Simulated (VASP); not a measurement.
# Al (P6_3/mmc) in VASP: a series of runs

Aim: see how the results for Al move with the level of theory and the settings. Levels: r2SCAN, PBE. Tasks: single point.

Everything below comes from runs of VASP 6.6.1. Logs are shortened: lines on timing, memory, paths and dates and some standing lists are left out, and cuts for length are marked.

### Step 1. The cell of the first run

The structure is hexagonal, space group P6_3/mmc (No. 194). The conventional cell has a = 2.812 Å, b = 2.812 Å, c = 4.867 Å, α = 90.00°, β = 90.00°, γ = 120.00°. Al (site symmetry -6m2) has 12 Al at 2.81 to 2.93 Å within 3.7 Å.

### Step 2. Single point, r2SCAN

Contents of POSCAR:

```
Al
1.0
    2.8124553515      0.0000000000      0.0000000000
   -1.4062276757      2.4356577814      0.0000000000
    0.0000000000      0.0000000000      4.8668500000
Al
2
Direct
    0.6666666667      0.3333333333      0.7500000000
    0.3333333333      0.6666666667      0.2500000000
```

Contents of INCAR.step1:

```
ALGO = Normal ; EDIFF = 1E-5
ENCUT = 550 ; GGA = PE
GGA_COMPAT = False ; ISMEAR = 0
LASPH = True ; LCHARG = False
LREAL = False ; LWAVE = True
NBANDS = 10 ; NELM = 120
PREC = Accurate ; SIGMA = 0.1
```

Contents of INCAR.step2:

```
ALGO = Normal ; EDIFF = 1E-6
ENCUT = 550 ; GGA_COMPAT = False
ISIF = 2 ; ISMEAR = 0
ISTART = 1 ; LASPH = True
LCHARG = True ; LELF = True
LMIXTAU = True ; LREAL = False
LVHAR = True ; LWAVE = False
METAGGA = R2SCAN ; NBANDS = 10
NELM = 120 ; PREC = Accurate
SIGMA = 0.1
```

Contents of KPOINTS:

```
k-points
0
Gamma
  6 6 3
```

Potentials or basis: VASP PAW PBE potentials, release 64 (Al).

Launch:

```console
$ cat potpaw_PBE.64/Al/POTCAR > POTCAR
$ cp INCAR.step1 INCAR
$ mpirun -np 1 vasp_std > vasp.out
$ cp INCAR.step2 INCAR
$ mpirun -np 1 vasp_std > vasp.out
```

OUTCAR:

```text
EDIFF = 1E-6
   ENCUT = 550
   ISIF = 2
   ISMEAR = 0
   ISTART = 1
   LASPH = True
   LREAL = False
   METAGGA = R2SCAN
   NELM = 120
   PREC = Accurate

 ion  position               nearest neighbor table
   1  0.667  0.333  0.750-   2 2.93   2 2.93   2 2.93   2 2.93   2 2.93   2 2.93
   2  0.333  0.667  0.250-   1 2.93   1 2.93   1 2.93   1 2.93   1 2.93   1 2.93

  LATTYP: Found a hexagonal cell.
 ALAT       =     2.8124553515
 C/A-ratio  =     1.7304630267

  Lattice vectors:

 A1 = (   2.8124553515,   0.0000000000,   0.0000000000)
 A2 = (  -1.4062276757,   2.4356577814,   0.0000000000)
 A3 = (   0.0000000000,   0.0000000000,   4.8668500000)

Analysis of symmetry for initial positions (statically):
=====================================================================
 Subroutine PRICEL returns:
 Original cell was already a primitive cell.

 Routine SETGRP: Setting up the symmetry group for a
 hexagonal supercell.

 Subroutine GETGRP returns: Found 24 space group operations
 (whereof 12 operations were pure point group operations)
 out of a pool of 24 trial point group operations.

The static configuration has the point symmetry D_3d.
 The point group associated with its full space group is D_6h.

Analysis of symmetry for dynamics (positions and initial velocities):
=====================================================================
 Subroutine PRICEL returns:
 Original cell was already a primitive cell.

 Routine SETGRP: Setting up the symmetry group for a
 hexagonal supercell.

 Subroutine GETGRP returns: Found 24 space group operations
 (whereof 12 operations were pure point group operations)
 out of a pool of 24 trial point group operations.

The dynamic configuration has the point symmetry D_3d.
 The point group associated with its full space group is D_6h.

 Subroutine INISYM returns: Found 24 space group operations
 (whereof 12 operations are pure point group operations),
 and found     1 'primitive' translations

----------------------------------------------------------------------------------------

                                     Primitive cell

  volume of cell :      33.3388

  direct lattice vectors                    reciprocal lattice vectors
     2.812455352  0.000000000  0.000000000     0.355561200  0.205283355  0.000000000
    -1.406227676  2.435657781  0.000000000     0.000000000  0.410566709  0.000000000
     0.000000000  0.000000000  4.866850000     0.000000000  0.000000000  0.205471712

  length of vectors
     2.812455352  2.812455351  4.866850000     0.410566709  0.410566709  0.205471712

  position of ions in fractional coordinates (direct lattice)
     0.666666667  0.333333333  0.750000000
     0.333333333  0.666666667  0.250000000

  ion indices of the primitive-cell ions
   primitive index   ion index
                 1           1
                 2           2

----------------------------------------------------------------------------------------

 KPOINTS: k-points

Automatic generation of k-mesh.
 Grid dimensions read from file:
 generate k-points for:    6    6    3

 Generating k-lattice:

  Cartesian coordinates                     Fractional coordinates (reciprocal lattice)
     0.059260200  0.034213892  0.000000000     0.166666667  0.000000000  0.000000000
     0.000000000  0.068427785  0.000000000     0.000000000  0.166666667  0.000000000
     0.000000000  0.000000000  0.068490571     0.000000000  0.000000000  0.333333333

  Length of vectors
     0.068427785  0.068427785  0.068490571

  Shift w.r.t. Gamma in fractional coordinates (k-lattice)
     0.000000000  0.000000000  0.000000000

 Subroutine IBZKPT returns following result:
 ===========================================

 Found     14 irreducible k-points:

 Following reciprocal coordinates:
            Coordinates               Weight
  0.000000  0.000000  0.000000      1.000000
  0.166667  0.000000  0.000000      6.000000
  0.333333  0.000000  0.000000      6.000000
  0.500000 -0.000000  0.000000      3.000000
  0.166667  0.166667  0.000000      6.000000
  0.333333  0.166667  0.000000     12.000000
  0.333333  0.333333  0.000000      2.000000
  0.000000  0.000000  0.333333      2.000000
  0.166667  0.000000  0.333333     12.000000
  0.333333  0.000000  0.333333     12.000000
  0.500000 -0.000000  0.333333      6.000000
  0.166667  0.166667  0.333333     12.000000
  0.333333  0.166667  0.333333     24.000000
  0.333333  0.333333  0.333333      4.000000
   k-points           NKPTS =     14   k-points in BZ     NKDIM =     14   number of bands    NBANDS=     10
   number of dos      NEDOS =    301   number of ions     NIONS =      2
   total plane-waves  NPLWV =  23040
   dimension x,y,z NGX =    24 NGY =   24 NGZ =   40
   dimension x,y,z NGXF=    48 NGYF=   48 NGZF=   80
   ions per type =               2
   NGX,Y,Z   is equivalent  to a cutoff of  14.19, 14.19, 13.66 a.u.
   NGXF,Y,Z  is equivalent  to a cutoff of  28.37, 28.37, 27.33 a.u.
 SYSTEM =  unknown system
   PREC   = accura    normal or accurate (medium, high low for compatibility)
   ISTART =      1    job   : 0-new  1-cont  2-samecut
   ICHARG =      0    charge: 1-file 2-atom 10-const
   ISPIN  =      1    spin polarized calculation?
   LNONCOLLINEAR =      F non collinear calculations
   LSORBIT =      F    spin-orbit coupling
   LASPH  =      T    aspherical Exc in radial PAW
   ENCUT  =  550.0 eV  40.42 Ry    6.36 a.u.   5.38  5.38  9.31*2*pi/ulx,y,z
   NELM   =    120;   NELMIN=  2; NELMDL=  0     # of ELM steps
   EDIFF  = 0.1E-05   stopping-criterion for ELM
   LREAL  =      F    real-space projection
[... 7 lines left out ...]
   TEBEG  =    0.0;   TEEND  =   0.0 temperature during run
   PSTRESS=    0.0 pullay stress
   NELECT =       6.0000    total number of electrons
   NUPDOWN=      -1.0000    fix difference up-down
   EMIN   =  10.00;   EMAX   =-10.00  energy-range for DOS
   EFERMI =   0.00;   METHOD = LEGACY
   ISMEAR =     0;   SIGMA  =   0.10  broadening in eV -4-tet -1-fermi 0-gaus
   EFERMI_NEDOS =   21; number of points for ismear=-14 and -15
   IALGO  =     38    algorithm
   IMIX   =      4    mixing-type and parameters
     AMIX     =   0.40;   BMIX     =  1.00
     AMIX_MAG =   1.60;   BMIX_MAG =  1.00
  volume/ion in A,a.u.               =      16.67       112.49
  Fermi-wavevector in a.u.,A,eV,Ry     =   0.924291  1.746656 11.623640  0.854313
  Thomas-Fermi vector in A             =   2.050021
   LORBIT       =      0    0 simple, 1 ext, 2 COOP (PROOUT), +10 PAW based schemes
   METAGGA = R2SCAN    functional components
   LHFCALC =     F    Hartree Fock is set to
   AEXX    =    0.0000 exact exchange contribution
   IVDW    =     0    specifies the selected vdW correction
   LEPSILON=     F    determine dielectric tensor
   LRPA    =     F    only Hartree local field effects (RPA)
 non-spin polarized calculation
 Gauss-broadening in eV      SIGMA  =   0.10
  energy-cutoff  :      550.00
  volume of cell :       33.34
 maximum number of plane-waves:       991
 NGX is ok and might be reduce to    24
   NGX = 11   NGY = 11   NGZ = 19

 number of electron       6.0000000 magnetization

 Free energy of the ion-electron system (eV)
  ---------------------------------------------------
  ext. energy  EPLUGINS =         0.00000000
  ---------------------------------------------------
  free energy    TOTEN  =       -13.21777739 eV

  energy without entropy =      -13.20674994  energy(sigma->0) =      -13.21226366

 E-fermi :   8.0848     XC(G=0): -10.8792

 val. band max:        7.9944221632   @ k =   0.3333   0.3333   0.3333
 cond. band min:       8.1783805666   @ k =   0.3333   0.1667   0.3333
 fundamental gap:      0.1839584034
 Fermi energy:         8.0848377447

 k-point     1 :       0.0000    0.0000    0.0000
  band No.  band energies     occupation
      1      -3.8731      2.00000
      2       2.6421      2.00000
      3       2.6469      2.00000
      4      19.6996      0.00000
      5      20.1645      0.00000
      6      20.1645      0.00000
      7      20.2688      0.00000
      8      20.2688      0.00000
      9      21.2536      0.00000
     10      23.6560      0.00000

 k-point     2 :       0.1667    0.0000    0.0000
  band No.  band energies     occupation
      1      -3.1371      2.00000
      2       3.3358      2.00000
      3       3.3559      2.00000
      4      13.7623      0.00000
      5      17.1028      0.00000
      6      18.0595      0.00000
      7      19.5384      0.00000
      8      19.8547      0.00000
      9      21.9048      0.00000
     10      21.9239      0.00000

 k-point     3 :       0.3333    0.0000    0.0000
  band No.  band energies     occupation
      1      -0.9526      2.00000
      2       5.3060      2.00000
      3       5.4155      2.00000
      4       7.8217      1.99980
      5      13.4881      0.00000
      6      13.7941      0.00000
      7      15.2348      0.00000
      8      17.1071      0.00000
      9      20.6743      0.00000
     10      21.1801      0.00000

 k-point     4 :       0.5000   -0.0000    0.0000
  band No.  band energies     occupation
      1       2.5877      2.00000
      2       2.6106      2.00000
      3       8.5248      0.00000
      4       8.6319      0.00000
      5       9.3092      0.00000
      6       9.4624      0.00000
      7      14.6136      0.00000
      8      16.3519      0.00000
      9      20.1386      0.00000
     10      20.4756      0.00000
[... 92 lines left out ...]
 k-point    12 :       0.1667    0.1667    0.3333
  band No.  band energies     occupation
      1      -0.9505      2.00000
      2       1.2064      2.00000
      3       9.4064      0.00000
      4      11.4863      0.00000
      5      11.8596      0.00000
      6      13.6900      0.00000
      7      14.1542      0.00000
      8      16.1692      0.00000
      9      21.6591      0.00000
     10      21.9510      0.00000

 k-point    13 :       0.3333    0.1667    0.3333
  band No.  band energies     occupation
      1       1.9021      2.00000
      2       3.9545      2.00000
      3       6.2397      2.00000
      4       8.1784      0.18587
      5      10.3287      0.00000
      6      12.0245      0.00000
      7      13.2374      0.00000
      8      16.5921      0.00000
      9      18.6098      0.00000
     10      20.6258      0.00000

 k-point    14 :       0.3333    0.3333    0.3333
  band No.  band energies     occupation
      1       5.2332      2.00000
      2       5.2332      2.00000
      3       5.3710      2.00000
      4       7.4204      2.00000
      5       7.9944      1.79899
      6       7.9944      1.79899
      7      15.9892      0.00000
      8      15.9892      0.00000
      9      16.0570      0.00000
     10      22.1030      0.00000

------------------------ aborting loop because EDIFF is reached ----------------------------------------

  FORCE on cell =-STRESS in cart. coord.  units (eV):
  Direction    XX          YY          ZZ          XY          YZ          ZX
  --------------------------------------------------------------------------------------
  -------------------------------------------------------------------------------------
  Total        0.4145359      0.4145359     -1.5979598      0.0000000      0.0000000      0.0000000
  in kB       19.9215357     19.9215357    -76.7938713      0.0000000      0.0000000      0.0000000
  external PRESSURE =     -12.3169333 kB  Pullay stress =       0.0000000 kB

 VOLUME and BASIS-vectors are now :
 -----------------------------------------------------------------------------
  energy-cutoff  :      550.00
  volume of cell :       33.34
      direct lattice vectors                 reciprocal lattice vectors
     2.812455352  0.000000000  0.000000000     0.355561200  0.205283355  0.000000000
    -1.406227676  2.435657781  0.000000000     0.000000000  0.410566709  0.000000000
     0.000000000  0.000000000  4.866850000     0.000000000  0.000000000  0.205471712

 POSITION                                       TOTAL-FORCE (eV/Angst)
 -----------------------------------------------------------------------------------
      1.40623      0.81189      3.65014        -0.000000      0.000000      0.000000
     -0.00000      1.62377      1.21671         0.000000     -0.000000      0.000000
 -----------------------------------------------------------------------------------
    total drift:                                0.000000     -0.000000      0.000000

  FREE ENERGIE OF THE ION-ELECTRON SYSTEM (eV)
  ---------------------------------------------------
  free  energy   TOTEN  =       -13.2177773924 eV

  energy  without entropy=      -13.2067499362  energy(sigma->0) =      -13.21226366
```

Run time: 24 s. Hardware: 1 thread of Intel Xeon 8259CL, shared host; peak memory 0.16 GiB.

Results:

| Property | Result |
| --- | --- |
| Free energy | -13.2178 eV |
| Pressure | -1.2 GPa |
| Band gap on the k mesh | zero (band 3 reaches 9.41 eV, above the bottom of band 4 at 5.59 eV) |

Caveat: the k points lie up to 0.43 Å⁻¹ apart; the PAW data sets were made with another functional, which shifts forces and pressure a little.

### Step 3. Single point, PBE

Contents of INCAR:

```
PREC = Accurate
ENCUT = 500
EDIFF = 1E-6
ISMEAR = 0
SIGMA = 0.1
LREAL = F
LASPH = T
NELM = 120
ALGO = Normal
ISIF = 2
LWAVE = F
LCHARG = F
GGA = PE
NBANDS = 10
GGA_COMPAT = F
```

Contents of KPOINTS:

```
Automatic mesh
0
Gamma
  9 9 5
```

POSCAR is that of step 2.

Potentials or basis: VASP PAW PBE potentials, release 64 (Al).

Launch:

```console
$ cat potpaw_PBE.64/Al/POTCAR > POTCAR
$ mpirun -np 1 vasp_std > vasp.out
```

Run time: 10 s. Hardware: 1 thread of Intel Xeon 8259CL, shared host; peak memory 0.15 GiB.

It converged, with:

- Free energy: -7.4505 eV
- Pressure: 0.1 GPa
- Band gap on the k mesh: zero (band 3 reaches 10.10 eV, above the bottom of band 4 at 5.44 eV)

Stress tensor (GPa, compression positive):
```
0.02 0.00 0.00
0.00 0.02 0.00
0.00 0.00 0.16
```

Levels at points of the mesh, in eV from the Fermi level:
| k point | band 1 | band 2 | band 3 | band 4 | band 5 | band 6 | band 7 |
| --- | --- | --- | --- | --- | --- | --- | --- |
| (0.00, 0.00, 0.00) | -11.14 | -5.14 | -4.90 | 11.08 | 11.36 | 11.36 | 11.58 |
